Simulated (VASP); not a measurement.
Input of a VASP 6.6.1 run:

File INCAR:

```
  ALGO = Fast
  EDIFF = 1E-7
  ENCUT = 520
  GGA = PS
  ISIF = 2
  ISMEAR = 0
  KPAR = 4
  LASPH = True
  LCHARG = False
  LREAL = Auto
  LWAVE = False
  NBANDS = 90
  NELM = 60
  PREC = Accurate
  SIGMA = 0.1
```

KPOINTS

```
k-points
0
Gamma
  6 12 6
```

The input POSCAR:

```
Ta2N3
1.0
    8.0303429733      0.0000000000      0.0000000000
    0.0000000000      2.9176446872      0.0000000000
    0.0000000000      0.0000000000      7.8736442025
Ta N
8 12
Direct
    0.0205020568      0.2500000000      0.6867925018
    0.9794979432      0.7500000000      0.3132074982
    0.4794979432      0.7500000000      0.1867925018
    0.5205020568      0.2500000000      0.8132074982
    0.1952032031      0.2500000000      0.0045491185
    0.8047967969      0.7500000000      0.9954508815
    0.3047967969      0.7500000000      0.5045491185
    0.6952032031      0.2500000000      0.4954508815
    0.4543229158      0.2500000000      0.3758490302
    0.5456770842      0.7500000000      0.6241509698
    0.0456770842      0.7500000000      0.8758490302
    0.9543229158      0.2500000000      0.1241509698
    0.1215597207      0.2500000000      0.4487319392
    0.8784402793      0.7500000000      0.5512680608
    0.3784402793      0.7500000000      0.9487319392
    0.6215597207      0.2500000000      0.0512680608
    0.2779437352      0.2500000000      0.7050651688
    0.7220562648      0.7500000000      0.2949348312
    0.2220562648      0.7500000000      0.2050651688
    0.7779437352      0.2500000000      0.7949348312
```

Potentials or basis: VASP PAW PBE potentials, release 64 (Ta_pv, N).

Command:

```bash
$ cat potpaw_PBE.64/Ta_pv/POTCAR potpaw_PBE.64/N/POTCAR > POTCAR
$ mpirun -np 4 vasp_std > vasp.out
```

Task: Predict the band gap on the k mesh.

Result: Zero (bands 74 and 75 overlap by 1.38 eV).

Task: Estimate the largest force.

Result: 0.033 eV/Å.

Task: Estimate the pressure.

Result: 26.2 GPa.

Forces in eV/Å, atoms in the order of the input:
```
Ta  -0.008  0.000  0.032
Ta   0.008  0.000 -0.032
Ta   0.008  0.000  0.032
Ta  -0.008  0.000 -0.032
Ta   0.006  0.000 -0.009
Ta  -0.006  0.000  0.009
Ta  -0.006  0.000 -0.009
Ta   0.006  0.000  0.009
N    0.012  0.000  0.012
N   -0.012  0.000 -0.012
N   -0.012  0.000  0.012
N    0.012  0.000 -0.012
N    0.006  0.000 -0.032
N   -0.006  0.000  0.032
N   -0.006  0.000 -0.032
N    0.006  0.000  0.032
N    0.017  0.000  0.024
N   -0.017  0.000 -0.024
N   -0.017  0.000  0.024
N    0.017  0.000 -0.024
```

Caveat: the cell stands under pressure; the PAW data sets were made with another functional, which shifts forces and pressure a little; spin-orbit coupling is left out, which moves the levels of the heavy elements.
